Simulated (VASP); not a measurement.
# Si23H4O48 (a cell with a defect) in VASP: further runs

Runs on Si23H4O48 (a cell with a defect). Level: r2SCAN. Tasks: single point.

Program: VASP 6.6.1. These are calculated values, not measurements. Logs are shortened: lines on timing, memory, paths and dates and some standing lists are left out, and cuts for length are marked.

**1. The cell of the first run**

The cell holds a defect, 75 atoms: a = 9.832 Å, b = 9.832 Å, c = 10.818 Å, α = 90.00°, β = 90.00°, γ = 120.00°.

**2. Single point, r2SCAN**

The input, POSCAR:

```
Si23H4O48
1.0
    9.8316000000      0.0000000000      0.0000000000
   -4.9158000000      8.5144150000      0.0000000000
    0.0000000000      0.0000000000     10.8182000000
Si O H
23 48 4
Direct
    0.2668430000      0.0009767400      0.1634700000
    0.0028516000      0.2703680000      0.3357050000
    0.2306050000      0.2354080000      0.0001007300
    0.2653480000      0.9977494000      0.6636500000
    0.9932126000      0.2663560000      0.8350300000
    0.2323110000      0.2285110000      0.5017520000
    0.2682820000      0.5027390000      0.1672110000
    0.9997803800      0.7676140000      0.3331480000
    0.2338640000      0.7330290000      0.9966533000
    0.9989205000      0.7666930000      0.8327140000
    0.2344290000      0.7356140000      0.4976220000
    0.7692410000      0.0042952000      0.1672390000
    0.4984520000      0.2670890000      0.3326380000
    0.7266420000      0.2320240000      0.0002954000
    0.7657180000      0.0012322000      0.6669000000
    0.4945750000      0.2657660000      0.8320270000
    0.7327730000      0.2338080000      0.4992370000
    0.7651740000      0.5008340000      0.1672980000
    0.5011880000      0.7703670000      0.3320530000
    0.7350830000      0.7369020000      0.0012113000
    0.7631940000      0.4995590000      0.6663380000
    0.5046480000      0.7692100000      0.8316280000
    0.7327490000      0.7354920000      0.4996880000
    0.0687650000      0.2066210000      0.4462400000
    0.2961240000      0.3658270000      0.1099080000
    0.1402060000      0.4347450000      0.2786630000
    0.2024600000      0.0698960000      0.0553950000
    0.3623780000      0.2944360000      0.3913610000
    0.4306990000      0.1384180000      0.2213530000
    0.0654320000      0.2098730000      0.9457150000
    0.3038820000      0.3517710000      0.6166480000
    0.1356700000      0.4290170000      0.7780800000
    0.1997120000      0.0574320000      0.5499300000
    0.3584550000      0.2958220000      0.8879650000
    0.4284840000      0.1364520000      0.7217280000
    0.0679010000      0.7063220000      0.4438320000
    0.2991160000      0.8684090000      0.1031500000
    0.1368330000      0.9300380000      0.2735220000
    0.2040780000      0.5698520000      0.0580140000
    0.3639780000      0.7993980000      0.3865800000
    0.4342950000      0.6406840000      0.2215190000
    0.0677460000      0.7049810000      0.9423610000
    0.2993620000      0.8643310000      0.6090240000
    0.1350350000      0.9300380000      0.7738950000
    0.2058530000      0.5699500000      0.5554350000
    0.3593880000      0.7870590000      0.8833780000
    0.4574520000      0.6484340000      0.7143040000
    0.5683340000      0.2046660000      0.4411890000
    0.7907210000      0.3628830000      0.1097040000
    0.6344730000      0.4331810000      0.2768560000
    0.7032200000      0.0691220000      0.0573170000
    0.8658290000      0.2991990000      0.3913950000
    0.9337440000      0.1415760000      0.2241200000
    0.5617480000      0.2046160000      0.9436860000
    0.7914020000      0.3622690000      0.6109670000
    0.6303510000      0.4323090000      0.7751710000
    0.7053660000      0.0690910000      0.5554790000
    0.8539980000      0.2927100000      0.8882170000
    0.9307640000      0.1366270000      0.7244910000
    0.5684650000      0.7078670000      0.4422990000
    0.7990200000      0.8685060000      0.1101390000
    0.6394420000      0.9356300000      0.2772850000
    0.7054800000      0.5714430000      0.0574340000
    0.8637870000      0.7971160000      0.3899890000
    0.9305870000      0.6356190000      0.2243800000
    0.5697540000      0.7090080000      0.9453830000
    0.7944690000      0.8645580000      0.6107280000
    0.6368080000      0.9393260000      0.7782680000
    0.7041320000      0.5699330000      0.5561050000
    0.8633810000      0.7966100000      0.8896810000
    0.9285160000      0.6335080000      0.7246220000
    0.4519957200      0.5418411200      0.7259895300
    0.2297450000      0.3561110000      0.6755540000
    0.3027980000      0.5849670000      0.5956360000
    0.1163320000      0.4796660000      0.7069560000
```

The input, INCAR.step1:

```
SYSTEM = Si23H4O48
  PREC = Accurate
  ENCUT = 520
  ISMEAR = 0
  SIGMA = 0.02
  LREAL = Auto
  LASPH = .TRUE.
  NELM = 80
  NBANDS = 235
  GGA = PE
  ALGO = Normal
  EDIFF = 1E-4
  LWAVE = .TRUE.
  LCHARG = .FALSE.
```

The input, INCAR.step2:

```
SYSTEM = Si23H4O48
  PREC = Accurate
  ENCUT = 520
  EDIFF = 1E-6
  ISMEAR = 0
  SIGMA = 0.02
  LREAL = Auto
  LASPH = .TRUE.
  NELM = 80
  ALGO = Normal
  ISIF = 2
  LWAVE = .FALSE.
  LCHARG = .TRUE.
  METAGGA = R2SCAN
  LMIXTAU = .TRUE.
  LELF = .TRUE.
  LVHAR = .TRUE.
  NBANDS = 235
  ISTART = 1
```

The input, KPOINTS:

```
regular mesh
0
G
  1 1 1
  0 0 0
```

Potentials or basis: VASP PAW PBE potentials, release 64 (Si, O, H).

Run with:

```
> cat potpaw_PBE.64/Si/POTCAR potpaw_PBE.64/O/POTCAR potpaw_PBE.64/H/POTCAR > POTCAR
> cp INCAR.step1 INCAR
> mpirun -np 1 vasp_gam > vasp.out
> cp INCAR.step2 INCAR
> mpirun -np 1 vasp_gam > vasp.out
```

OUTCAR:

```text
SYSTEM = Si23H4O48
   PREC = Accurate
   ENCUT = 520
   EDIFF = 1E-6
   ISMEAR = 0
   LREAL = Auto
   LASPH = .TRUE.
   NELM = 80
   ISIF = 2
   METAGGA = R2SCAN
   ISTART = 1

 ion  position               nearest neighbor table
   1  0.267  0.001  0.163-  29 1.62  37 1.62  38 1.63  27 1.63   3 3.06  13 3.07   9 3.07   8 3.08

   2  0.003  0.270  0.336-  26 1.62  52 1.62  24 1.63  53 1.63  17 3.06   7 3.06   6 3.07  12 3.07

   3  0.231  0.235  0.000-  27 1.62  30 1.62  25 1.63  34 1.63   7 3.06  16 3.06   1 3.06   5 3.07

   4  0.265  0.998  0.664-  43 1.62  35 1.62  33 1.63  44 1.63   6 3.01  11 3.03  16 3.07  10 3.07

   5  0.993  0.266  0.835-  58 1.62  30 1.62  59 1.63  32 1.63  15 3.05  14 3.05   3 3.07
   6  0.232  0.229  0.502-  24 1.63  28 1.63  31 1.63  33 1.63   4 3.01  13 3.06   2 3.07
   7  0.268  0.503  0.167-  41 1.62  25 1.62  26 1.63  39 1.63  19 3.05   3 3.06   2 3.06   9 3.07
[... 77 lines left out ...]
  70  0.863  0.797  0.890-  10 1.62  20 1.63
  71  0.929  0.634  0.725-  21 1.62  10 1.63
  72  0.452  0.542  0.726-  47 1.03
  73  0.230  0.356  0.676-  31 0.99
  74  0.303  0.585  0.596-  45 0.99
  75  0.116  0.480  0.707-  32 0.99

  LATTYP: Found a hexagonal cell.
 ALAT       =     9.8316000000
 C/A-ratio  =     1.1003498922

  Lattice vectors:

 A1 = (   9.8316000000,   0.0000000000,   0.0000000000)
 A2 = (  -4.9158000000,   8.5144150000,   0.0000000000)
 A3 = (   0.0000000000,   0.0000000000,  10.8182000000)

Analysis of symmetry for initial positions (statically):
=====================================================================
 Subroutine PRICEL returns:
 Original cell was already a primitive cell.

 Routine SETGRP: Setting up the symmetry group for a
 hexagonal supercell.

 Subroutine GETGRP returns: Found  1 space group operations
 (whereof  1 operations were pure point group operations)
 out of a pool of 24 trial point group operations.

The static configuration has the point symmetry C_1 .

Analysis of symmetry for dynamics (positions and initial velocities):
=====================================================================
 Subroutine PRICEL returns:
 Original cell was already a primitive cell.

 Routine SETGRP: Setting up the symmetry group for a
 hexagonal supercell.

 Subroutine GETGRP returns: Found  1 space group operations
 (whereof  1 operations were pure point group operations)
 out of a pool of 24 trial point group operations.

The dynamic configuration has the point symmetry C_1 .

 Subroutine INISYM returns: Found  1 space group operations
 (whereof  1 operations are pure point group operations),
 and found     1 'primitive' translations

----------------------------------------------------------------------------------------

                                     Primitive cell

  volume of cell :     905.5950

  direct lattice vectors                    reciprocal lattice vectors
     9.831600000  0.000000000  0.000000000     0.101712844  0.058723941  0.000000000
    -4.915800000  8.514415000  0.000000000     0.000000000  0.117447881  0.000000000
     0.000000000  0.000000000 10.818200000     0.000000000  0.000000000  0.092436819

  length of vectors
     9.831600000  9.831599688 10.818200000     0.117447877  0.117447881  0.092436819

  position of ions in fractional coordinates (direct lattice)
     0.266843000  0.000976740  0.163470000
     0.002851600  0.270368000  0.335705000
     0.230605000  0.235408000  0.000100730
     0.265348000  0.997749400  0.663650000
     0.993212600  0.266356000  0.835030000
     0.232311000  0.228511000  0.501752000
[... 67 lines left out ...]
     0.302798000  0.584967000  0.595636000
     0.116332000  0.479666000  0.706956000

  ion indices of the primitive-cell ions
   primitive index   ion index
                 1           1
                 2           2
                 3           3
                 4           4
                 5           5
                 6           6
[... 67 lines left out ...]
                74          74
                75          75

[... 49 lines left out ...]
   PSTRESS=    0.0 pullay stress
   NELECT =     384.0000    total number of electrons
   NUPDOWN=      -1.0000    fix difference up-down
   EMIN   =  10.00;   EMAX   =-10.00  energy-range for DOS
   EFERMI =   0.00;   METHOD = LEGACY
   ISMEAR =     0;   SIGMA  =   0.02  broadening in eV -4-tet -1-fermi 0-gaus
   EFERMI_NEDOS =   21; number of points for ismear=-14 and -15
   IALGO  =     38    algorithm
   IMIX   =      4    mixing-type and parameters
     AMIX     =   0.40;   BMIX     =  1.00
     AMIX_MAG =   1.60;   BMIX_MAG =  1.00
  volume/ion in A,a.u.               =      12.07        81.48
  Fermi-wavevector in a.u.,A,eV,Ry     =   1.229912  2.324196 20.581296  1.512683
  Thomas-Fermi vector in A             =   2.364781
   LORBIT       =      0    0 simple, 1 ext, 2 COOP (PROOUT), +10 PAW based schemes
   METAGGA = R2SCAN    functional components
   LHFCALC =     F    Hartree Fock is set to
   AEXX    =    0.0000 exact exchange contribution
   IVDW    =     0    specifies the selected vdW correction
   LEPSILON=     F    determine dielectric tensor
   LRPA    =     F    only Hartree local field effects (RPA)
 non-spin polarized calculation
 Gauss-broadening in eV      SIGMA  =   0.02
  energy-cutoff  :      520.00
  volume of cell :      905.60
 maximum number of plane-waves:     12195
 NGX is ok and might be reduce to    80
   NGX = 37   NGY = 37   NGZ = 41

 number of electron     384.0000016 magnetization

 Free energy of the ion-electron system (eV)
  ---------------------------------------------------
  ext. energy  EPLUGINS =         0.00000000
  ---------------------------------------------------
  free energy    TOTEN  =      -716.38264405 eV

  energy without entropy =     -716.38264405  energy(sigma->0) =     -716.38264405

 E-fermi :   0.7234     XC(G=0):  -9.7494

 val. band max:        0.6272968457   @ k =   0.0000   0.0000   0.0000
 cond. band min:       6.9912025878   @ k =   0.0000   0.0000   0.0000
 fundamental gap:      6.3639057421
 Fermi energy:         0.7234214352

 k-point     1 :       0.0000    0.0000    0.0000
  band No.  band energies     occupation
      1     -19.7880      2.00000
      2     -19.3513      2.00000
      3     -19.3457      2.00000
      4     -19.3127      2.00000
      5     -19.3005      2.00000
      6     -19.2728      2.00000
[... 196 lines left out ...]
    203      10.1355      0.00000
    204      10.1638      0.00000
 [bands above 204 left out]

------------------------ aborting loop because EDIFF is reached ----------------------------------------

  FORCE on cell =-STRESS in cart. coord.  units (eV):
  Direction    XX          YY          ZZ          XY          YZ          ZX
  --------------------------------------------------------------------------------------
  -------------------------------------------------------------------------------------
  Total      -17.6081883    -15.1706565    -16.9674387      1.5124911     -0.6104806     -0.4999342
  in kB      -31.1523803    -26.8399026    -30.0187670      2.6758969     -1.0800614     -0.8844828
  external PRESSURE =     -29.3370166 kB  Pullay stress =       0.0000000 kB

 VOLUME and BASIS-vectors are now :
 -----------------------------------------------------------------------------
  energy-cutoff  :      520.00
  volume of cell :      905.60
      direct lattice vectors                 reciprocal lattice vectors
     9.831600000  0.000000000  0.000000000     0.101712844  0.058723941  0.000000000
    -4.915800000  8.514415000  0.000000000     0.000000000  0.117447881  0.000000000
     0.000000000  0.000000000 10.818200000     0.000000000  0.000000000  0.092436819

 POSITION                                       TOTAL-FORCE (eV/Angst)
 -----------------------------------------------------------------------------------
      2.61869      0.00832      1.76845         0.042807     -0.003703     -0.002610
     -1.30104      2.30203      3.63172        -0.025500      0.049741     -0.003482
      1.11000      2.00436      0.00109        -0.042002     -0.028152      0.007696
     -2.29594      8.49525      7.17950         0.066765     -0.037661      0.015727
      8.45552      2.26787      9.03352         0.046589      0.016696      0.012338
      1.16067      1.94564      5.42805        -0.011148     -0.045559     -0.102838
[... 67 lines left out ...]
      0.10141      4.98065      6.44371        -0.218374     -0.081950     -0.089667
     -1.21421      4.08408      7.64799         0.160184     -0.102257      0.239707
 -----------------------------------------------------------------------------------
    total drift:                               -0.021383      0.004040     -0.014644

  FREE ENERGIE OF THE ION-ELECTRON SYSTEM (eV)
  ---------------------------------------------------
  free  energy   TOTEN  =      -716.3826440480 eV

  energy  without entropy=     -716.3826440480  energy(sigma->0) =     -716.38264405
```

Wall time 23 min (1 thread of Intel Xeon Platinum 8259CL at 2.50GHz (Skylake/Cascade Lake), shared host); peak memory 1.1 GiB.

Results:

| Quantity | Value |
| --- | --- |
| Free energy | -716.3826 eV |
| Pressure | -2.9 GPa |
| Largest force | 2.469 eV/Å |
| Band gap on the k mesh | 6.36 eV |

Forces in eV/Å, atoms in the order of the input:
```
Si   0.043 -0.004 -0.003
Si  -0.025  0.050 -0.003
Si  -0.042 -0.028  0.008
Si   0.067 -0.038  0.016
Si   0.047  0.017  0.012
Si  -0.011 -0.046 -0.103
Si   0.035  0.004 -0.006
Si  -0.021  0.030 -0.004
Si  -0.003 -0.041 -0.022
Si  -0.013  0.025  0.009
Si  -0.030 -0.019  0.010
Si   0.035 -0.010  0.000
Si  -0.012  0.036 -0.002
Si  -0.006 -0.035  0.006
Si   0.029 -0.008 -0.001
Si  -0.012  0.003  0.018
Si  -0.011 -0.043  0.002
Si   0.036  0.003 -0.002
Si  -0.003  0.030  0.009
Si  -0.044 -0.034 -0.004
Si   0.057  0.016 -0.021
Si  -0.058 -0.017 -0.028
Si  -0.042 -0.034  0.010
O    0.147  0.219 -0.132
O   -0.266 -0.018 -0.150
O    0.135 -0.221 -0.145
O    0.153  0.228  0.137
O    0.114 -0.243  0.149
O   -0.256  0.014  0.145
O    0.116  0.207 -0.153
O   -0.286 -0.258 -0.042
O   -0.288 -0.213 -0.121
O    0.134  0.271  0.184
O    0.133 -0.218  0.129
O   -0.270  0.021  0.137
O    0.131  0.234 -0.149
O   -0.270 -0.030 -0.119
O    0.137 -0.208 -0.137
O    0.153  0.217  0.134
O    0.117 -0.246  0.158
O   -0.263  0.011  0.152
O    0.109  0.232 -0.158
O   -0.289 -0.013 -0.163
O    0.146 -0.210 -0.148
O    0.185  0.387 -0.013
O    0.112 -0.172  0.196
O    1.094 -1.911  0.561
O    0.107  0.237 -0.135
O   -0.265 -0.016 -0.145
O    0.150 -0.221 -0.146
O    0.136  0.229  0.134
O    0.113 -0.245  0.148
O   -0.253  0.011  0.147
O    0.116  0.227 -0.154
O   -0.256 -0.001 -0.145
O    0.123 -0.217 -0.143
O    0.134  0.226  0.149
O    0.141 -0.223  0.151
O   -0.271  0.030  0.147
O    0.122  0.242 -0.154
O   -0.262 -0.018 -0.143
O    0.136 -0.218 -0.152
O    0.147  0.214  0.147
O    0.118 -0.232  0.144
O   -0.269  0.021  0.142
O    0.148  0.230 -0.146
O   -0.262 -0.011 -0.151
O    0.179 -0.217 -0.156
O    0.140  0.201  0.163
O    0.121 -0.232  0.147
O   -0.264  0.016  0.135
H   -1.143  2.165 -0.319
H    0.229  0.046 -0.170
H   -0.218 -0.082 -0.090
H    0.160 -0.102  0.240
```

Caveat: the k points lie up to 0.74 Å⁻¹ apart; the PAW data sets were made with another functional, which shifts forces and pressure a little.

**3. Single point, r2SCAN**

POSCAR, as its differences from that of step 2:

```diff
@@ -79,3 +79,3 @@
     0.9285160000      0.6335080000      0.7246220000
-    0.4519957200      0.5418411200      0.7259895300
+    0.4515719300      0.5335620600      0.7268971400
     0.2297450000      0.3561110000      0.6755540000
```

The input, INCAR.step1:

```
PREC = Accurate ; ENCUT = 520
ISMEAR = 0 ; SIGMA = 0.02
LREAL = Auto ; LASPH = True
NELM = 100 ; NBANDS = 235
GGA = PE ; ALGO = Normal
EDIFF = 1E-4 ; LWAVE = True
LCHARG = False
```

The input, INCAR.step2:

```
PREC = Accurate ; ENCUT = 520
EDIFF = 1E-6 ; ISMEAR = 0
SIGMA = 0.02 ; LREAL = Auto
LASPH = True ; NELM = 100
ALGO = Normal ; ISIF = 2
LWAVE = False ; LCHARG = False
METAGGA = R2SCAN ; LMIXTAU = True
NBANDS = 235 ; ISTART = 1
```

The input, KPOINTS:

```
Automatic mesh
0
Gamma
  1 1 1
```

Potentials or basis: VASP PAW PBE potentials, release 64 (Si, O, H).

Run with:

```
> cat potpaw_PBE.64/Si/POTCAR potpaw_PBE.64/O/POTCAR potpaw_PBE.64/H/POTCAR > POTCAR
> cp INCAR.step1 INCAR
> mpirun -np 1 vasp_gam > vasp.out
> cp INCAR.step2 INCAR
> mpirun -np 1 vasp_gam > vasp.out
```

Wall time 23 min (1 thread of Intel Xeon Platinum 8259CL at 2.50GHz (Skylake/Cascade Lake), shared host); peak memory 1.1 GiB.

The run converged. Its results:

```
Free energy            : -716.1042 eV
Pressure               : -3.1 GPa
Largest force          : 4.294 eV/Å
Band gap on the k mesh : 6.33 eV
```

Forces in eV/Å, atoms in the order of the input:
```
Si   0.048 -0.013 -0.002
Si  -0.033  0.055 -0.013
Si  -0.064 -0.033  0.031
Si   0.073 -0.064  0.016
Si   0.042  0.020  0.007
Si  -0.007 -0.081 -0.150
Si   0.033  0.016 -0.011
Si  -0.022  0.028 -0.003
Si   0.016 -0.038 -0.041
Si  -0.016  0.026  0.019
Si  -0.019 -0.030  0.016
Si   0.034 -0.019 -0.003
Si  -0.004  0.036 -0.008
Si   0.005 -0.039  0.012
Si   0.017 -0.035  0.011
Si   0.017 -0.047  0.046
Si  -0.005 -0.052  0.000
Si   0.036  0.008 -0.004
Si   0.000  0.028  0.015
Si  -0.076 -0.030 -0.016
Si   0.087  0.043 -0.054
Si  -0.021 -0.136 -0.077
Si  -0.063 -0.025  0.024
O    0.161  0.224 -0.115
O   -0.262 -0.024 -0.155
O    0.135 -0.225 -0.142
O    0.152  0.236  0.130
O    0.106 -0.242  0.161
O   -0.258  0.017  0.147
O    0.124  0.208 -0.152
O   -0.265 -0.241  0.007
O   -0.289 -0.230 -0.121
O    0.129  0.286  0.185
O    0.143 -0.202  0.103
O   -0.273  0.039  0.140
O    0.127  0.236 -0.151
O   -0.274 -0.024 -0.113
O    0.137 -0.205 -0.137
O    0.152  0.211  0.140
O    0.116 -0.244  0.156
O   -0.264  0.008  0.152
O    0.103  0.232 -0.159
O   -0.297 -0.003 -0.163
O    0.147 -0.203 -0.152
O    0.171  0.384 -0.025
O    0.082 -0.159  0.224
O    1.882 -3.450  0.714
O    0.104  0.238 -0.134
O   -0.266 -0.017 -0.146
O    0.148 -0.224 -0.144
O    0.134  0.234  0.134
O    0.114 -0.245  0.149
O   -0.250  0.014  0.151
O    0.105  0.234 -0.163
O   -0.264  0.002 -0.137
O    0.084 -0.218 -0.140
O    0.131  0.235  0.143
O    0.136 -0.222  0.152
O   -0.265  0.036  0.147
O    0.124  0.242 -0.162
O   -0.258 -0.012 -0.137
O    0.137 -0.214 -0.153
O    0.152  0.207  0.150
O    0.121 -0.233  0.143
O   -0.269  0.020  0.142
O    0.176  0.241 -0.101
O   -0.253 -0.006 -0.158
O    0.187 -0.178 -0.159
O    0.147  0.185  0.171
O    0.131 -0.232  0.145
O   -0.269  0.006  0.134
H   -1.974  3.777 -0.528
H    0.198  0.052 -0.167
H   -0.189 -0.072 -0.059
H    0.165 -0.097  0.239
```

Stress tensor (GPa, compression positive):
```
-3.20  0.43 -0.11
 0.43 -2.99 -0.08
-0.11 -0.08 -3.00
```

Levels at points of the mesh, in eV from the valence-band top:
| k point | band 188 | band 189 | band 190 | band 191 | band 192 | band 193 | band 194 | band 195 | band 196 | band 197 |
| --- | --- | --- | --- | --- | --- | --- | --- | --- | --- | --- |
| (0.00, 0.00, 0.00) | -0.23 | -0.18 | -0.17 | -0.14 | 0.00 | 6.33 | 8.19 | 8.42 | 8.73 | 8.75 |

Caveat: the k points lie up to 0.74 Å⁻¹ apart; the PAW data sets were made with another functional, which shifts forces and pressure a little.
